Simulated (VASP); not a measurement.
Wanted: the native input for a VASP 6.6.1 run.

- Task: single point
- Functional: LDA
- Potentials or basis: VASP PAW LDA potentials, release 64 (Ga_d, N)
- Cutoff: 520 eV
- k mesh: 10 × 10 × 10
- Occupations: fermi-dirac, width 0.05 eV
- Spin: non-collinear spin, zero start, spin-orbit coupling
- Starting moments: [[0.0, 0.0, 0.0], [0.0, 0.0, 0.0]] μB
- Dipole correction: no
- Further INCAR settings: ALGO = Normal; EDIFF = 1e-07; NBANDS = 30

The structure of GaN lies in POSCAR:

```
GaN
1.0
    0.0000000000      2.2230441631      2.2230441631
    2.2230441631      0.0000000000      2.2230441631
    2.2230441631      2.2230441631      0.0000000000
Ga N
1 1
Direct
    0.0000000000      0.0000000000      0.0000000000
    0.2500000000      0.2500000000      0.2500000000
```

These files were run (other wordings do the same):

INCAR

```
SYSTEM = GaN
PREC = Accurate
ENCUT = 520
EDIFF = 1E-7
ISMEAR = -1
SIGMA = 0.05
LREAL = .False.
LASPH = .True.
NELM = 150
ALGO = Normal
ISIF = 2
LWAVE = .False.
LCHARG = .False.
MAGMOM = 0 0 0 0 0 0
LORBIT = 11
LSORBIT = .True.
GGA_COMPAT = .False.
LORBMOM = .True.
NBANDS = 30
```

KPOINTS

```
regular mesh
0
Gamma
  10 10 10
  0 0 0
```

Potentials or basis: VASP PAW LDA potentials, release 64 (Ga_d, N).

Command:

```bash
$ cat potpaw_LDA.64/Ga_d/POTCAR potpaw_LDA.64/N/POTCAR > POTCAR
$ mpirun -np 1 vasp_ncl > vasp.out
```

It gave:

```
Pressure                                              : 2.4 GPa
Net moment                                            : 0.00 μB per cell
Valence electrons inside the program's atomic spheres : Ga 11.97; N 3.73
```

Run time: 38 s on 1 thread of Intel(R) Xeon(R) 6975P-C (Granite Rapids), on a shared host, peak memory 0.21 GiB.
